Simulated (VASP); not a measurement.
Runs of VASP 6.6.1 on Tl2CuO4. The structure is that of space group I4/mmm (No. 139), or close to it. The cells are those of the table. 

```csv
cell,gap on the mesh (eV),pressure (GPa),largest force (eV/Å)
"a = 6.510 Å, angles 145.1, 145.1, 50.2°, 7 atoms",none,2.8,0.03
"a = 6.420 Å, angles 145.1, 145.1, 50.2°, 7 atoms",none,9.3,0.27
"a = 6.465 Å, angles 145.1, 145.1, 50.2°, 7 atoms",none,5.9,0.15
"a = 6.554 Å, angles 145.1, 145.1, 50.2°, 7 atoms",none,(a),0.07
```

Alike in all rows: task single point; level PBE; potentials or basis VASP PAW PBE potentials, release 64 (Tl_d, Cu, O); no spin polarisation; k mesh 10 × 10 × 10; cutoff (eV) 520; smearing fermi-dirac 0.05 eV.

Question: Fill in the values left out.

Answer: (a) 0.1.

Caveats: spin-orbit coupling is left out, which moves the levels of the heavy elements; an odd number of electrons without spin polarisation forces a metal; a magnetic or distorted state may lie lower; semilocal functionals often make such compounds metallic where correlation or magnetic order opens a gap, which also shifts bond lengths; the cell stands under pressure (at least some runs).

A k mesh can miss the band edges, and the runs leave out spin-orbit coupling on Tl.

A gap of «none» marks levels without a gap at the run's occupations.
